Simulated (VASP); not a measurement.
Crystal: YNb.

```
Y Nb
1.0
     0.00000    2.87562    2.87562
     2.87562    0.00000    2.87562
     2.87562    2.87562    0.00000
Y Nb
1 1
Cartesian
  0.0000 0.0000 0.0000
  4.3134 4.3134 4.3134
```

- Program: VASP 6.6.1
- Task: relaxation of cell and atoms
- Functional: PBE
- Potentials or basis: VASP PAW PBE potentials, release 64 (Y_sv, Nb_sv)
- Cutoff: 600 eV
- k mesh: 6 × 6 × 6
- Occupations: gaussian, width 0.1 eV
- Spin: no spin polarisation

At the start: pressure 13.8 GPa; volume 23.78 Å³/atom.

Q: How do energy, volume and symmetry change on relaxing?

A: Over 3 steps the energy falls by 287.9 meV/atom and the volume is 31.93 Å³/atom (+34.3 %); space group F-43m (No. 216, to 0.1 Å) before and after.

Step by step:
```
step  energy change (eV)  largest force (eV/Å)  pressure (GPa)  volume (Å³)
   1              0.0000                0.0000           13.82        47.56
   2             -0.5753                0.0000            0.32        63.11
   3             -0.5758                0.0000           -0.10        63.87
```

Final structure:
```xyz
2
Lattice="0.0000 3.1726 3.1726 3.1726 0.0000 3.1726 3.1726 3.1726 0.0000" Properties=species:S:1:pos:R:3 pbc="T T T"
Y     0.0000    0.0000    0.0000
Nb    4.7589    4.7589    4.7589
```

Caveat: the volume moved by over 15 % at a fixed basis, so the end points are rough.
